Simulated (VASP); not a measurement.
# SiO2 (P4_2nm) in VASP: further runs, part 2 of 2

VASP 6.6.1.

## Step 3: Single point, PBE

Input file INCAR:

```
SYSTEM = SiO2
  ALGO = Normal
  EDIFF = 1E-6
  ENCUT = 520
  GGA = PE
  ISIF = 2
  ISMEAR = 0
  LASPH = .True.
  LCHARG = .False.
  LREAL = .False.
  LWAVE = .False.
  NBANDS = 25
  NELM = 100
  PREC = Accurate
  SIGMA = 0.05
```

Input file KPOINTS:

```
k-points
0
Gamma
  6 6 8
  0 0 0
```

Input file POSCAR:

```
SiO2
1.0
    4.2361165246      0.0000000000      0.0000000000
    0.0000000000      4.2361165246      0.0000000000
    0.0000000000      0.0000000000      2.6904781099
Si O
2 4
Direct
    0.5000000000      0.5000000000      0.4814159425
    0.0000000000      0.0000000000     -0.0185840575
    0.6930152168      0.6930152168      0.0000000000
    0.1930152168      0.8069847832      0.5000000000
    0.3069847832      0.3069847832      0.0000000000
    0.8069847832      0.1930152168      0.5000000000
```

Potentials or basis: VASP PAW PBE potentials, release 64 (Si, O).

The run is started by

```
$ cat potpaw_PBE.64/Si/POTCAR potpaw_PBE.64/O/POTCAR > POTCAR
$ mpirun -np 1 vasp_std > vasp.out
```

OUTCAR:

```text
SYSTEM = SiO2
   EDIFF = 1E-6
   ENCUT = 520
   GGA = PE
   ISIF = 2
   ISMEAR = 0
   LASPH = .True.
   LREAL = .False.
   NELM = 100
   PREC = Accurate

 ion  position               nearest neighbor table
   1  0.500  0.500  0.481-   3 1.74   5 1.74   3 1.81   5 1.81   4 1.84   6 1.84
   2  0.000  0.000  0.981-   4 1.74   6 1.74   4 1.81   6 1.81   5 1.84   3 1.84
   3  0.693  0.693  0.000-   1 1.74   1 1.81   2 1.84
   4  0.193  0.807  0.500-   2 1.74   2 1.81   1 1.84
   5  0.307  0.307  0.000-   1 1.74   1 1.81   2 1.84
   6  0.807  0.193  0.500-   2 1.74   2 1.81   1 1.84

  LATTYP: Found a simple tetragonal cell.
 ALAT       =     4.2361165246
 C/A-ratio  =     0.6351284471

  Lattice vectors:

 A1 = (   4.2361165246,   0.0000000000,   0.0000000000)
 A2 = (   0.0000000000,   4.2361165246,   0.0000000000)
 A3 = (   0.0000000000,   0.0000000000,   2.6904781099)

Analysis of symmetry for initial positions (statically):
=====================================================================
 Subroutine PRICEL returns:
[... 183 lines left out ...]

 val. band max:        7.7243683206   @ k =   0.0000   0.0000   0.0000
 cond. band min:      12.7336862467   @ k =   0.0000   0.0000   0.0000
 fundamental gap:      5.0093179261
 Fermi energy:         7.9960159552

 k-point     1 :       0.0000    0.0000    0.0000
  band No.  band energies     occupation
      1     -14.4850      2.00000
      2     -11.0271      2.00000
      3     -11.0271      2.00000
      4     -10.8735      2.00000
      5      -2.8723      2.00000
      6       1.4826      2.00000
[... 661 lines left out ...]
     24      20.5211      0.00000
     25      21.2809      0.00000

 [... further k-points ...]

------------------------ aborting loop because EDIFF is reached ----------------------------------------

  FORCE on cell =-STRESS in cart. coord.  units (eV):
  Direction    XX          YY          ZZ          XY          YZ          ZX
  --------------------------------------------------------------------------------------
  -------------------------------------------------------------------------------------
  Total        0.1346405      0.1346405      0.4375240      0.0000000      0.0000000      0.0000000
  in kB        4.4680826      4.4680826     14.5193507      0.0000000      0.0000000      0.0000000
  external PRESSURE =       7.8185053 kB  Pullay stress =       0.0000000 kB

 VOLUME and BASIS-vectors are now :
 -----------------------------------------------------------------------------
  energy-cutoff  :      520.00
  volume of cell :       48.28
      direct lattice vectors                 reciprocal lattice vectors
     4.236116525  0.000000000  0.000000000     0.236065272  0.000000000  0.000000000
     0.000000000  4.236116525  0.000000000     0.000000000  0.236065272  0.000000000
     0.000000000  0.000000000  2.690478110     0.000000000  0.000000000  0.371681151

 POSITION                                       TOTAL-FORCE (eV/Angst)
 -----------------------------------------------------------------------------------
      2.11806      2.11806      1.29524         0.000000      0.000000      1.106679
      0.00000      0.00000      2.64048         0.000000      0.000000      1.106679
      2.93569      2.93569      0.00000         0.069198      0.069198     -0.553340
      0.81763      3.41848      1.34524         0.069198     -0.069198     -0.553340
      1.30042      1.30042      0.00000        -0.069198     -0.069198     -0.553340
      3.41848      0.81763      1.34524        -0.069198      0.069198     -0.553340
 -----------------------------------------------------------------------------------
    total drift:                                0.000000      0.000000     -0.000153

  FREE ENERGIE OF THE ION-ELECTRON SYSTEM (eV)
  ---------------------------------------------------
  free  energy   TOTEN  =       -46.2616312091 eV

  energy  without entropy=      -46.2616312091  energy(sigma->0) =      -46.26163121
```

It took 47 s on 1 thread of Intel Xeon 8259CL, shared host; peak memory 0.18 GiB.

What came out:

- Free energy: -46.2616 eV
- Pressure: 0.8 GPa
- Largest force: 1.107 eV/Å
- Band gap on the k mesh: 5.01 eV

Forces on the atoms (eV/Å):
```
Si   0.000  0.000  1.107
Si   0.000  0.000  1.107
O    0.069  0.069 -0.553
O    0.069 -0.069 -0.553
O   -0.069 -0.069 -0.553
O   -0.069  0.069 -0.553
```

Levels at points of the mesh, in eV from the valence-band top:
```tsv
k point	band 13	band 14	band 15	band 16	band 17	band 18	band 19	band 20
(0.00, 0.00, 0.00)	-2.49	-0.85	-0.85	0.00	5.01	6.58	8.29	8.29
(0.50, 0.00, 0.00)	-2.58	-2.58	-1.04	-1.04	7.27	7.27	8.88	8.88
(0.50, 0.50, 0.00)	-2.52	-2.52	-2.17	-2.17	6.98	6.98	9.78	9.78
(0.00, 0.00, 0.50)	-2.87	-2.87	-2.56	-2.56	8.61	8.61	12.18	12.18
(0.50, 0.00, 0.50)	-2.20	-2.20	-1.66	-1.66	8.42	8.42	9.44	9.44
(0.50, 0.50, 0.50)	-1.73	-1.73	-1.50	-1.43	6.71	6.89	10.68	10.68
```

Caveat: the cell differs from its parent crystal (all Si atoms moved +0.050 Å, as atom 1 towards its neighbour atom 1 (Si) at 2.690 Å); forces of over 1 eV/Å act on the atoms, so gaps and moduli don't describe the material at rest. A k mesh can miss the band edges.

## Step 4: Single point, PBE

Input file INCAR:

```
SYSTEM = SiO2
PREC = Accurate ; ENCUT = 520
EDIFF = 1E-6 ; ISMEAR = 0
SIGMA = 0.05 ; LREAL = .FALSE.
LASPH = .TRUE. ; NELM = 100
ALGO = Normal ; ISIF = 2
LWAVE = .FALSE. ; LCHARG = .FALSE.
GGA = PE ; NBANDS = 25
```

Input file KPOINTS:

```
regular mesh
0
G
  6 6 8
  0 0 0
```

POSCAR: that of step 3 with these lines changed.

```diff
@@ -8,4 +8,4 @@
 Direct
-    0.5000000000      0.5000000000      0.4814159425
-    0.0000000000      0.0000000000     -0.0185840575
+    0.5000000000      0.5000000000      0.4535398562
+    0.0000000000      0.0000000000     -0.0464601438
     0.6930152168      0.6930152168      0.0000000000
```

Potentials or basis: VASP PAW PBE potentials, release 64 (Si, O).

The run is started by

```
$ cat potpaw_PBE.64/Si/POTCAR potpaw_PBE.64/O/POTCAR > POTCAR
$ mpirun -np 1 vasp_std > vasp.out
```

OUTCAR:

```text
SYSTEM = SiO2
   PREC = Accurate
   ENCUT = 520
   EDIFF = 1E-6
   ISMEAR = 0
   LREAL = .FALSE.
   LASPH = .TRUE.
   NELM = 100
   ISIF = 2
   GGA = PE

 ion  position               nearest neighbor table
   1  0.500  0.500  0.454-   3 1.68   5 1.68   4 1.84   6 1.84   3 1.87   5 1.87
   2  0.000  0.000  0.954-   4 1.68   6 1.68   5 1.84   3 1.84   4 1.87   6 1.87
   3  0.693  0.693  0.000-   1 1.68   2 1.84   1 1.87
   4  0.193  0.807  0.500-   2 1.68   1 1.84   2 1.87
   5  0.307  0.307  0.000-   1 1.68   2 1.84   1 1.87
   6  0.807  0.193  0.500-   2 1.68   1 1.84   2 1.87

[... 881 lines left out ...]
  -------------------------------------------------------------------------------------
  Total        0.9762089      0.9762089      1.8414341      0.0000000      0.0000000      0.0000000
  in kB       32.3957545     32.3957545     61.1084844      0.0000000      0.0000000      0.0000000
  external PRESSURE =      41.9666645 kB  Pullay stress =       0.0000000 kB

 VOLUME and BASIS-vectors are now :
 -----------------------------------------------------------------------------
  energy-cutoff  :      520.00
  volume of cell :       48.28
      direct lattice vectors                 reciprocal lattice vectors
     4.236116525  0.000000000  0.000000000     0.236065272  0.000000000  0.000000000
     0.000000000  4.236116525  0.000000000     0.000000000  0.236065272  0.000000000
     0.000000000  0.000000000  2.690478110     0.000000000  0.000000000  0.371681151

 POSITION                                       TOTAL-FORCE (eV/Angst)
 -----------------------------------------------------------------------------------
      2.11806      2.11806      1.22024         0.000000      0.000000      2.815514
      0.00000      0.00000      2.56548         0.000000      0.000000      2.815514
      2.93569      2.93569      0.00000         0.367137      0.367137     -1.407757
      0.81763      3.41848      1.34524         0.367137     -0.367137     -1.407757
      1.30042      1.30042      0.00000        -0.367137     -0.367137     -1.407757
      3.41848      0.81763      1.34524        -0.367137      0.367137     -1.407757
 -----------------------------------------------------------------------------------
    total drift:                                0.000000      0.000000     -0.000331

  FREE ENERGIE OF THE ION-ELECTRON SYSTEM (eV)
  ---------------------------------------------------
  free  energy   TOTEN  =       -45.9685806371 eV

  energy  without entropy=      -45.9685806371  energy(sigma->0) =      -45.96858064
```

OSZICAR:

```text
N       E                     dE             d eps       ncg     rms          rms(c)
DAV:   1     0.135481243664E+03    0.13548E+03   -0.17539E+04  2500   0.123E+03
DAV:   2    -0.437358635542E+02   -0.17922E+03   -0.17148E+03  3173   0.277E+02
DAV:   3    -0.506541930109E+02   -0.69183E+01   -0.68886E+01  3345   0.524E+01
DAV:   4    -0.506976630266E+02   -0.43470E-01   -0.43457E-01  2956   0.486E+00
DAV:   5    -0.506980225836E+02   -0.35956E-03   -0.35949E-03  3363   0.417E-01    0.174E+01
DAV:   6    -0.459113640692E+02    0.47867E+01   -0.13411E+01  3121   0.246E+01    0.793E+00
DAV:   7    -0.459512620539E+02   -0.39898E-01   -0.75204E-01  3191   0.503E+00    0.294E+00
DAV:   8    -0.459620728150E+02   -0.10811E-01   -0.27938E-02  3151   0.144E+00    0.111E+00
DAV:   9    -0.459683828214E+02   -0.63100E-02   -0.10139E-02  3266   0.849E-01    0.258E-01
DAV:  10    -0.459685938351E+02   -0.21101E-03   -0.65630E-04  3133   0.185E-01    0.509E-02
DAV:  11    -0.459685781130E+02    0.15722E-04   -0.63799E-05  3260   0.593E-02    0.219E-02
DAV:  12    -0.459685805407E+02   -0.24276E-05   -0.12158E-05  3123   0.245E-02    0.586E-03
DAV:  13    -0.459685806371E+02   -0.96475E-07   -0.14509E-06  2213   0.882E-03
   1 F= -.45968581E+02 E0= -.45968581E+02  d E =-.184032E-20
```

Wall time 43 s (1 thread of Intel Xeon 8259CL, shared host); peak memory 0.18 GiB.

What came out:

| Quantity | Value |
| --- | --- |
| Free energy | -45.9686 eV |
| Pressure | 4.2 GPa |
| Largest force | 2.816 eV/Å |
| Band gap on the k mesh | 4.93 eV |

Forces on the atoms (eV/Å):
```
Si   0.000  0.000  2.816
Si   0.000  0.000  2.816
O    0.367  0.367 -1.408
O    0.367 -0.367 -1.408
O   -0.367 -0.367 -1.408
O   -0.367  0.367 -1.408
```

Stress tensor (GPa, compression positive):
```
3.24 0.00 0.00
0.00 3.24 0.00
0.00 0.00 6.11
```

Levels at points of the mesh, in eV from the valence-band top:
```csv
k point,band 13,band 14,band 15,band 16,band 17,band 18,band 19,band 20
"(0.00, 0.00, 0.00)",-2.41,-0.84,-0.84,0.00,4.93,6.43,8.31,8.31
"(0.50, 0.00, 0.00)",-2.44,-2.44,-1.04,-1.04,7.14,7.14,8.88,8.88
"(0.50, 0.50, 0.00)",-2.44,-2.44,-2.16,-2.16,6.81,6.81,9.78,9.78
"(0.00, 0.00, 0.50)",-2.86,-2.86,-2.57,-2.57,8.49,8.49,12.14,12.14
"(0.50, 0.00, 0.50)",-2.18,-2.18,-1.66,-1.66,8.35,8.35,9.50,9.50
"(0.50, 0.50, 0.50)",-1.71,-1.71,-1.56,-1.38,6.56,6.97,10.65,10.65
```

Caveat: the cell differs from its parent crystal (all Si atoms moved +0.125 Å, as atom 1 towards its neighbour atom 1 (Si) at 2.690 Å); the cell stands under pressure; forces of over 1 eV/Å act on the atoms, so gaps and moduli don't describe the material at rest. A k mesh can miss the band edges.

## Step 5: Overview

| cell | gap on the mesh (eV) | pressure (GPa) | largest force (eV/Å) |
| --- | --- | --- | --- |
| as given, atomic positions A | 4.96 | 2.7 | 2.24 |
| as given, atomic positions B | 5.01 | 0.8 | 1.11 |
| as given, atomic positions C | 4.93 | 4.2 | 2.82 |

Alike in all rows: task single point; level PBE; potentials or basis VASP PAW PBE potentials, release 64 (Si, O); no spin polarisation; k mesh 6 × 6 × 8; cutoff (eV) 520; smearing gaussian 0.05 eV.

Caveats: forces of over 1 eV/Å act on the atoms, so gaps and moduli don't describe the material at rest; the cell stands under pressure (at least some runs).

Absolute energies hang on the potentials; compare differences alone.
